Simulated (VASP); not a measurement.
# LiSi3N2 in VASP: further runs

LiSi3N2 is run at these levels: PBE; tasks: single point.

Program: VASP 6.6.1. These are calculated values, not measurements. Logs are shortened: lines on timing, memory, paths and dates and some standing lists are left out, and cuts for length are marked.

### Step 1. The cell of the first run

It takes space group C2/m (No. 12, monoclinic). Conventional cell: a = 12.904 Å, b = 4.976 Å, c = 2.716 Å, α = 90.00°, β = 90.45°, γ = 90.00°. Li (site symmetry 2/m) has 2 Si at 2.49 Å and 2 Li at 2.72 Å and 8 N at 3.07 Å within 3.3 Å. Si (site symmetry m) has 1 N at 1.77 Å within 2.3 Å. Si (site symmetry 2/m) has 4 N at 1.80 to 1.81 Å and 2 Li at 2.49 Å within 2.5 Å. Within 2.4 Å of N (site symmetry m) lie 3 Si at 1.77 to 1.81 Å and 1 N at 2.38 Å.

The cell was generated, and may not be a known phase.

### Step 2. Single point, PBE

INCAR reads:

```
PREC = Accurate
ENCUT = 520
EDIFF = 1E-7
ISMEAR = 0
SIGMA = 0.1
LREAL = False
LASPH = True
NELM = 60
ALGO = Fast
ISIF = 2
LWAVE = False
LCHARG = False
GGA = PE
NBANDS = 22
```

KPOINTS reads:

```
Automatic mesh
0
Gamma
  4 4 6
```

POSCAR reads:

```
LiSi3N2
1.0
    6.4070545893     -2.4882206386      0.7597694076
    6.4070545893      2.4882206386      0.7597694076
   -0.3411130541      0.0000000000      2.6949423706
Li Si N
1 3 2
Direct
    0.0000000000      0.0000000000      0.0000000000
    0.2708100247      0.2708100247      0.4939718434
    0.5000000000      0.5000000000      0.0000000000
    0.7291899753      0.7291899753      0.5060281566
    0.4078814453      0.4078814453      0.4963219976
    0.5921185547      0.5921185547      0.5036780024
```

Potentials or basis: VASP PAW PBE potentials, release 64 (Li_sv, Si, N).

Launch:

```console
$ cat potpaw_PBE.64/Li_sv/POTCAR potpaw_PBE.64/Si/POTCAR potpaw_PBE.64/N/POTCAR > POTCAR
$ mpirun -np 1 vasp_std > vasp.out
```

OUTCAR:

```text
PREC = Accurate
   ENCUT = 520
   EDIFF = 1E-7
   ISMEAR = 0
   LREAL = False
   LASPH = True
   NELM = 60
   ISIF = 2
   GGA = PE

 ion  position               nearest neighbor table
   1  0.000  0.000  0.000-   3 2.49   3 2.49
   2  0.271  0.271  0.494-   5 1.77   4 2.55   4 2.55
   3  0.500  0.500  0.000-   5 1.80   6 1.80   6 1.81   5 1.81   1 2.49   1 2.49
   4  0.729  0.729  0.506-   6 1.77   2 2.55   2 2.55
   5  0.408  0.408  0.496-   2 1.77   3 1.80   3 1.81
   6  0.592  0.592  0.504-   4 1.77   3 1.80   3 1.81

  LATTYP: Found a base centered monoclinic cell.
 ALAT       =    12.9038905859
 B/A-ratio  =     0.3856543299
 C/A-ratio  =     0.2105136283
 COS(beta)  =    -0.0078735825

  Lattice vectors:

 A1 = (   6.4070545893,  -2.4882206386,   0.7597694076)
 A2 = (   6.4070545893,   2.4882206386,   0.7597694076)
 A3 = (  -0.3411130541,   0.0000000000,   2.6949423706)

Analysis of symmetry for initial positions (statically):
=====================================================================
 Subroutine PRICEL returns:
 Original cell was already a primitive cell.

 Routine SETGRP: Setting up the symmetry group for a
 base centered monoclinic supercell.

 Subroutine GETGRP returns: Found  4 space group operations
 (whereof  4 operations were pure point group operations)
 out of a pool of  4 trial point group operations.

The static configuration has the point symmetry C_2h.

Analysis of symmetry for dynamics (positions and initial velocities):
=====================================================================
 Subroutine PRICEL returns:
 Original cell was already a primitive cell.

 Routine SETGRP: Setting up the symmetry group for a
 base centered monoclinic supercell.

 Subroutine GETGRP returns: Found  4 space group operations
 (whereof  4 operations were pure point group operations)
 out of a pool of  4 trial point group operations.

The dynamic configuration has the point symmetry C_2h.

 Subroutine INISYM returns: Found  4 space group operations
 (whereof  4 operations are pure point group operations),
 and found     1 'primitive' translations

----------------------------------------------------------------------------------------

                                     Primitive cell

  volume of cell :      87.2162

  direct lattice vectors                    reciprocal lattice vectors
     6.407054589 -2.488220639  0.759769408     0.076884958 -0.200946810  0.009731734
     6.407054589  2.488220639  0.759769408     0.076884958  0.200946810  0.009731734
    -0.341113054  0.000000000  2.694942371    -0.043351457  0.000000000  0.365578226

  length of vectors
     6.915116775  6.915116775  2.716444827     0.215373220  0.215373220  0.368139632

  position of ions in fractional coordinates (direct lattice)
     0.000000000  0.000000000  0.000000000
     0.270810025  0.270810025  0.493971843
     0.500000000  0.500000000  0.000000000
     0.729189975  0.729189975  0.506028157
     0.407881445  0.407881445  0.496321998
     0.592118555  0.592118555  0.503678002

  ion indices of the primitive-cell ions
   primitive index   ion index
                 1           1
                 2           2
                 3           3
                 4           4
                 5           5
                 6           6

----------------------------------------------------------------------------------------

 KPOINTS: Automatic mesh

Automatic generation of k-mesh.
 Grid dimensions read from file:
 generate k-points for:    4    4    6

 Generating k-lattice:

  Cartesian coordinates                     Fractional coordinates (reciprocal lattice)
     0.019221240 -0.050236703  0.002432934     0.250000000  0.000000000 -0.000000000
     0.019221240  0.050236703  0.002432934     0.000000000  0.250000000 -0.000000000
    -0.007225243  0.000000000  0.060929704     0.000000000  0.000000000  0.166666667

  Length of vectors
     0.053843305  0.053843305  0.061356605

  Shift w.r.t. Gamma in fractional coordinates (k-lattice)
     0.000000000  0.000000000  0.000000000

 Subroutine IBZKPT returns following result:
 ===========================================

 Found     34 irreducible k-points:

 Following reciprocal coordinates:
            Coordinates               Weight
  0.000000  0.000000  0.000000      1.000000
  0.250000 -0.000000  0.000000      4.000000
  0.500000 -0.000000  0.000000      2.000000
  0.250000  0.250000  0.000000      2.000000
  0.500000  0.250000  0.000000      4.000000
 -0.250000  0.250000  0.000000      2.000000
[... 16 lines left out ...]
  0.500000  0.250000  0.333333      4.000000
 -0.250000  0.250000  0.333333      4.000000
 [... further k-points ...]
   k-points           NKPTS =     34   k-points in BZ     NKDIM =     34   number of bands    NBANDS=     22
   number of dos      NEDOS =    301   number of ions     NIONS =      6
   total plane-waves  NPLWV =  58320
   dimension x,y,z NGX =    54 NGY =   54 NGZ =   20
   dimension x,y,z NGXF=   108 NGYF=  108 NGZF=   40
   ions per type =               1   3   2
   NGX,Y,Z   is equivalent  to a cutoff of  12.98, 12.98, 12.24 a.u.
   NGXF,Y,Z  is equivalent  to a cutoff of  25.96, 25.96, 24.48 a.u.
 SYSTEM =  unknown system
   PREC   = accura    normal or accurate (medium, high low for compatibility)
   ISTART =      0    job   : 0-new  1-cont  2-samecut
   ICHARG =      2    charge: 1-file 2-atom 10-const
   ISPIN  =      1    spin polarized calculation?
   LNONCOLLINEAR =      F non collinear calculations
   LSORBIT =      F    spin-orbit coupling
   LASPH  =      T    aspherical Exc in radial PAW
   ENCUT  =  520.0 eV  38.22 Ry    6.18 a.u.  12.86 12.86  5.05*2*pi/ulx,y,z
   NELM   =     60;   NELMIN=  2; NELMDL= -5     # of ELM steps
   EDIFF  = 0.1E-06   stopping-criterion for ELM
   LREAL  =      F    real-space projection
   EDIFFG = 0.1E-05   stopping-criterion for IOM
   NSW    =      0    number of steps for IOM
   IBRION =     -1    ionic relax: 0-MD 1-quasi-New 2-CG
   NFREE  =      0    steps in history (QN), initial steepest desc. (CG)
   ISIF   =      2    stress and relaxation
   ISYM   =      2    0-nonsym 1-usesym 2-fastsym
   POTIM  = 0.5000    time-step for ionic-motion
   TEBEG  =    0.0;   TEEND  =   0.0 temperature during run
   PSTRESS=    0.0 pullay stress
   NELECT =      25.0000    total number of electrons
   NUPDOWN=      -1.0000    fix difference up-down
   EMIN   =  10.00;   EMAX   =-10.00  energy-range for DOS
   EFERMI =   0.00;   METHOD = LEGACY
   ISMEAR =     0;   SIGMA  =   0.10  broadening in eV -4-tet -1-fermi 0-gaus
   EFERMI_NEDOS =   21; number of points for ismear=-14 and -15
   IALGO  =     68    algorithm
   IMIX   =      4    mixing-type and parameters
     AMIX     =   0.40;   BMIX     =  1.00
     AMIX_MAG =   1.60;   BMIX_MAG =  1.00
  volume/ion in A,a.u.               =      14.54        98.09
  Fermi-wavevector in a.u.,A,eV,Ry     =   1.079417  2.039802 15.852701  1.165141
  Thomas-Fermi vector in A             =   2.215381
   LORBIT       =      0    0 simple, 1 ext, 2 COOP (PROOUT), +10 PAW based schemes
   GGA     = PE    functional components
   LHFCALC =     F    Hartree Fock is set to
   AEXX    =    0.0000 exact exchange contribution
   IVDW    =     0    specifies the selected vdW correction
   LEPSILON=     F    determine dielectric tensor
   LRPA    =     F    only Hartree local field effects (RPA)
 non-spin polarized calculation
 RMM-DIIS sequential band-by-band and
 Gauss-broadening in eV      SIGMA  =   0.10
  energy-cutoff  :      520.00
  volume of cell :       87.22
 maximum number of plane-waves:      2374
 NGX is ok and might be reduce to    54
   NGX = 25   NGY = 25   NGZ = 11

 number of electron      24.9999998 magnetization

 Free energy of the ion-electron system (eV)
  ---------------------------------------------------
  ext. energy  EPLUGINS =         0.00000000
  ---------------------------------------------------
  free energy    TOTEN  =       -34.87208884 eV

  energy without entropy =      -34.85850793  energy(sigma->0) =      -34.86529838

 E-fermi :   5.5462     XC(G=0):  -9.5347

 val. band max:        5.5360761152   @ k =   0.2500   0.2500   0.5000
 cond. band min:       5.5768388862   @ k =   0.2500  -0.0000   0.0000
 fundamental gap:      0.0407627710
 Fermi energy:         5.5462074836

 k-point     1 :       0.0000    0.0000    0.0000
  band No.  band energies     occupation
      1     -42.3022      2.00000
      2     -12.5710      2.00000
      3     -10.4144      2.00000
      4      -5.6200      2.00000
      5      -0.9440      2.00000
      6      -0.8474      2.00000
[... 14 lines left out ...]
     21      13.8855      0.00000
     22      14.8554      0.00000

 k-point     2 :       0.2500   -0.0000    0.0000
  band No.  band energies     occupation
      1     -42.3022      2.00000
      2     -12.5553      2.00000
      3     -10.4453      2.00000
      4      -5.3183      2.00000
      5      -2.2318      2.00000
      6      -0.9093      2.00000
[... 14 lines left out ...]
     21      13.6377      0.00000
     22      14.2121      0.00000

 k-point     3 :       0.5000   -0.0000    0.0000
  band No.  band energies     occupation
      1     -42.3022      2.00000
      2     -12.5393      2.00000
      3     -10.4755      2.00000
      4      -4.8613      2.00000
      5      -3.1500      2.00000
      6      -1.0138      2.00000
[... 14 lines left out ...]
     21      13.8196      0.00000
     22      14.0988      0.00000
[... 476 lines left out ...]
 k-point    23 :       0.5000    0.2500    0.3333
  band No.  band energies     occupation
      1     -42.2867      2.00000
      2     -11.2924      2.00000
      3      -9.5262      2.00000
      4      -3.3508      2.00000
      5      -2.6779      2.00000
      6      -1.8524      2.00000
[... 14 lines left out ...]
     21      13.2772      0.00000
     22      13.5892      0.00000

 k-point    24 :      -0.2500    0.2500    0.3333
  band No.  band energies     occupation
      1     -42.2867      2.00000
      2     -11.2983      2.00000
      3      -9.4891      2.00000
      4      -3.5195      2.00000
      5      -2.7217      2.00000
      6      -1.4107      2.00000
[... 14 lines left out ...]
     21      13.1026      0.00000
     22      13.5308      0.00000

 [... further k-points ...]

------------------------ aborting loop because EDIFF is reached ----------------------------------------

  FORCE on cell =-STRESS in cart. coord.  units (eV):
  Direction    XX          YY          ZZ          XY          YZ          ZX
  --------------------------------------------------------------------------------------
  -------------------------------------------------------------------------------------
  Total       -0.0245945     -0.0891074      0.0246501      0.0000000      0.0000000      0.0331461
  in kB       -0.4518051     -1.6369199      0.4528271      0.0000000      0.0000000      0.6088997
  external PRESSURE =      -0.5452993 kB  Pullay stress =       0.0000000 kB

 VOLUME and BASIS-vectors are now :
 -----------------------------------------------------------------------------
  energy-cutoff  :      520.00
  volume of cell :       87.22
      direct lattice vectors                 reciprocal lattice vectors
     6.407054589 -2.488220639  0.759769408     0.076884958 -0.200946810  0.009731734
     6.407054589  2.488220639  0.759769408     0.076884958  0.200946810  0.009731734
    -0.341113054  0.000000000  2.694942371    -0.043351457  0.000000000  0.365578226

 POSITION                                       TOTAL-FORCE (eV/Angst)
 -----------------------------------------------------------------------------------
      0.00000      0.00000      0.00000         0.000000      0.000000     -0.000000
      3.30169      0.00000      1.74273         0.002964     -0.000000      0.003411
      6.40705      0.00000      0.75977         0.000000     -0.000000      0.000000
      9.17131      0.00000      2.47175        -0.002964     -0.000000     -0.003411
      5.05734      0.00000      1.95735        -0.005173     -0.000000      0.006426
      7.41566      0.00000      2.25713         0.005173     -0.000000     -0.006426
 -----------------------------------------------------------------------------------
    total drift:                               -0.000000     -0.000000      0.000000

  FREE ENERGIE OF THE ION-ELECTRON SYSTEM (eV)
  ---------------------------------------------------
  free  energy   TOTEN  =       -34.8720888384 eV

  energy  without entropy=      -34.8585079273  energy(sigma->0) =      -34.86529838
```

It took 3.7 min on 1 thread of Oxide Virtual Turin-like, shared host; peak memory 0.22 GiB.

Results:

```yaml
Free_energy: -34.8721 eV
Largest_force: 0.008 eV/Å
Band_gap_on_the_k_mesh: zero (an odd number of electrons rules out a gap without spin polarisation)
```

Forces on the atoms (eV/Å):
```
Li   0.000  0.000  0.000
Si   0.003  0.000  0.003
Si   0.000  0.000  0.000
Si  -0.003  0.000 -0.003
N   -0.005  0.000  0.006
N    0.005  0.000 -0.006
```

Caveat: the k points lie up to 0.39 Å⁻¹ apart, too coarse for converged energies and pressures of a metal; the cutoff is under 1.25 times the usual one of these potentials, so pressure, stress and relaxed cells hold a basis-set (Pulay) error; an odd number of electrons without spin polarisation forces a metal; a magnetic or distorted state may lie lower.

### Step 3. Single point, PBE

This run uses another cell than the first one, of 14.66 Å³/atom.

INCAR reads:

```
SYSTEM = LiSi3N2
PREC     = Accurate       ! precision mode
ENCUT    = 520            ! plane-wave cutoff, eV
EDIFF    = 1E-7           ! SCF threshold, eV
ISMEAR   = 0              ! smearing method
SIGMA    = 0.1            ! smearing width, eV
LREAL    = .FALSE.        ! projectors in reciprocal space
LASPH    = .TRUE.         ! aspherical terms in the spheres
NELM     = 100            ! most SCF steps
ALGO     = Fast           ! electronic algorithm
ISIF     = 2              ! what is computed and relaxed
LWAVE    = .FALSE.        ! write WAVECAR
LCHARG   = .FALSE.        ! write CHGCAR
GGA      = PE             ! functional
NBANDS   = 22             ! bands
```

KPOINTS reads:

```
Automatic mesh
0
G
  8 8 14
  0 0 0
```

POSCAR reads:

```
LiSi3N2
1.0
    6.4436233104     -2.5285638898      0.0256871501
    6.4436233104      2.5285638898      0.0256871501
   -0.0105459102      0.0000000000      2.6985399728
Li Si N
1 3 2
Direct
    0.0000000000      0.0000000000      0.0000000000
    0.2703747599      0.2703747599      0.4999737325
    0.5000000000      0.5000000000      0.0000000000
    0.7296252401      0.7296252401      0.5000262675
    0.4077607141      0.4077607141      0.5000147585
    0.5922392859      0.5922392859      0.4999852415
```

Potentials or basis: VASP PAW PBE potentials, release 64 (Li_sv, Si, N).

Launch:

```console
$ cat potpaw_PBE.64/Li_sv/POTCAR potpaw_PBE.64/Si/POTCAR potpaw_PBE.64/N/POTCAR > POTCAR
$ mpirun -np 1 vasp_std > vasp.out
```

Run time: 23 min. Hardware: 1 thread of Oxide Virtual Turin-like, shared host; peak memory 0.5 GiB.

The run converged. Its results:

- Free energy: -34.8302 eV
- Largest force: 0.004 eV/Å
- Band gap on the k mesh: zero (an odd number of electrons rules out a gap without spin polarisation)

Forces on the atoms (eV/Å):
```
Li   0.000  0.000  0.000
Si   0.004  0.000  0.001
Si   0.000  0.000  0.000
Si  -0.004  0.000 -0.001
N    0.000  0.000  0.000
N    0.000  0.000  0.000
```

Levels at points of the mesh, in eV from the Fermi level:
| k point | band 9 | band 10 | band 11 | band 12 | band 13 | band 14 | band 15 | band 16 | band 17 | band 18 |
| --- | --- | --- | --- | --- | --- | --- | --- | --- | --- | --- |
| (0.00, 0.00, 0.00) | -3.39 | -3.34 | -2.29 | -1.70 | -0.73 | 1.49 | 1.80 | 3.49 | 6.16 | 6.31 |
| (0.50, 0.00, 0.00) | -3.50 | -3.38 | -2.29 | 0.17 | 0.75 | 1.69 | 2.63 | 3.03 | 3.08 | 5.91 |
| (0.50, 0.50, 0.00) | -3.77 | -3.59 | -3.38 | -2.30 | -1.32 | 2.19 | 2.83 | 3.34 | 5.12 | 6.35 |
| (0.00, 0.00, 0.50) | -3.98 | -3.74 | -3.15 | -0.37 | -0.29 | 0.23 | 0.45 | 1.79 | 2.26 | 3.16 |
| (0.50, 0.00, 0.50) | -3.95 | -3.10 | -2.56 | -2.02 | -1.57 | -0.07 | 2.04 | 2.48 | 4.42 | 4.88 |
| (0.50, 0.50, 0.50) | -3.48 | -2.40 | -2.29 | -1.16 | -0.56 | -0.36 | 0.05 | 2.07 | 3.04 | 3.63 |

Caveat: the cutoff is under 1.25 times the usual one of these potentials, so pressure, stress and relaxed cells hold a basis-set (Pulay) error; an odd number of electrons without spin polarisation forces a metal; a magnetic or distorted state may lie lower.

The gap in the log of VASP goes by the Fermi energy; the results here count the filled bands.